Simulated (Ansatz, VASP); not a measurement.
## Two plane-wave programs on VCo

```
CELL_PARAMETERS angstrom
3.00171 0.00000 0.00000
0.00000 3.00171 0.00000
0.00000 0.00000 3.00171
ATOMIC_POSITIONS crystal
V 0.00000 0.00000 0.00000
Co 0.50000 0.50000 0.50000
```

Alike in both runs: task single point; functional LDA; k mesh 10 × 10 × 10; collinear spin.

|  | VASP | Ansatz |
| --- | --- | --- |
| version | VASP 6.6.1 | Ansatz 0.2.0 |
| potentials or method | VASP PAW LDA potentials, release 64 (V_sv, Co), cutoff 520 eV | plane waves, PAW |
| occupations | fermi-dirac, width 0.1 eV | fermi-dirac |
| valence electrons in the cell | 22 | 30 |

```csv
,VASP,Ansatz,Ansatz less VASP
net moment per atom (μB),0.88,0.91,+0.033
size of the moment on the site where the two differ most (μB),1.13,1.22,+0.089
```

LDA's correlation is that of Perdew and Zunger in VASP and of Perdew and Wang (1992) in Ansatz. Site moments also hang on the region over which each program counts them. VASP's potentials hold 22 valence electrons a cell and Ansatz's 30, so a difference there can come from the potentials and not from the codes.
